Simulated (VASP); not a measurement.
Input of a VASP 6.6.1 run:

File INCAR:

```
ALGO = Normal ; EDIFF = 1E-8
ENCUT = 520 ; ISIF = 2
ISMEAR = -1 ; LASPH = T
LCHARG = F ; LEFG = T
LREAL = F ; LWAVE = F
NBANDS = 14 ; NELM = 80
PREC = Accurate ; SIGMA = 0.02
```

KPOINTS

```
k-points
0
Gamma
  8 8 8
```

The input POSCAR:

```
NaI
1.0
    0.0647280000      3.2687640000      3.2687640000
    3.2687640000      0.0647280000      3.2687640000
    3.2687640000      3.2687640000      0.0647280000
Na I
1 1
Direct
    0.0000000000      0.0000000000      0.0000000000
    0.5000000000      0.5000000000      0.5000000000
```

Potentials or basis: VASP PAW LDA potentials, release 64 (Na_pv, I).

The run is started by

```console
$ cat potpaw_LDA.64/Na_pv/POTCAR potpaw_LDA.64/I/POTCAR > POTCAR
$ mpirun -np 1 vasp_std > vasp.out
```

Question: Predict the pressure.

Answer: -1.6 GPa.

Question: Predict the band gap on the k mesh.

Answer: 3.29 eV, direct.

Stress tensor (GPa, compression positive):
```
-1.62 -0.14 -0.14
-0.14 -1.62 -0.14
-0.14 -0.14 -1.62
```

Caveat: the cell differs from its parent crystal (equal xy, yz and zx shear strains of +2 %); without QUAD_EFG the Cq values of the log hold for a quadrupole moment of 1 mb, not for the nuclei; spin-orbit coupling is left out, which moves the levels of the heavy elements.
